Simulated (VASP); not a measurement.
Here is a VASP 6.6.1 calculation.

Contents of POSCAR:

```
Ag
1.0
    0.0000000000      2.0290398554      2.0290398554
    2.0290398554      0.0000000000      2.0290398554
    2.0290398554      2.0290398554      0.0000000000
Ag
1
Direct
    0.0000000000      0.0000000000      0.0000000000
```

Contents of INCAR.step1:

```
SYSTEM = Ag
PREC = Accurate
ENCUT = 520
EDIFF = 1E-5
ISMEAR = -1
SIGMA = 0.05
LREAL = .FALSE.
LASPH = .TRUE.
NELM = 100
ALGO = Normal
ISIF = 2
LWAVE = .TRUE.
LCHARG = .FALSE.
NBANDS = 12
GGA = PE
```

File INCAR.step2:

```
SYSTEM = Ag
PREC = Accurate
ENCUT = 520
EDIFF = 1E-6
ISMEAR = -1
SIGMA = 0.05
LREAL = .FALSE.
LASPH = .TRUE.
NELM = 100
ALGO = Normal
ISIF = 2
LWAVE = .FALSE.
LCHARG = .FALSE.
GGA = B5
LHFCALC = .TRUE.
AEXX = 0.2
AGGAX = 0.72
AGGAC = 0.81
ALDAC = 0.19
PRECFOCK = Normal
NBANDS = 12
ISTART = 1
```

The input KPOINTS:

```
Automatic mesh
0
G
  6 6 6
  0 0 0
```

Potentials or basis: VASP PAW PBE potentials, release 64 (Ag).

Command:

```console
$ cat potpaw_PBE.64/Ag/POTCAR > POTCAR
$ cp INCAR.step1 INCAR
$ mpirun -np 1 vasp_std > vasp.out
$ cp INCAR.step2 INCAR
$ mpirun -np 1 vasp_std > vasp.out
```

(1) What does it give for the pressure?

(2) What does it give for the band gap on the k mesh?

Results:

(1) 13.8 GPa.

(2) zero (an odd number of electrons rules out a gap without spin polarisation).

Caveat: the k points lie up to 0.45 Å⁻¹ apart, too coarse for converged energies and pressures of a metal; the PAW data sets were made with another functional, which shifts forces and pressure a little.
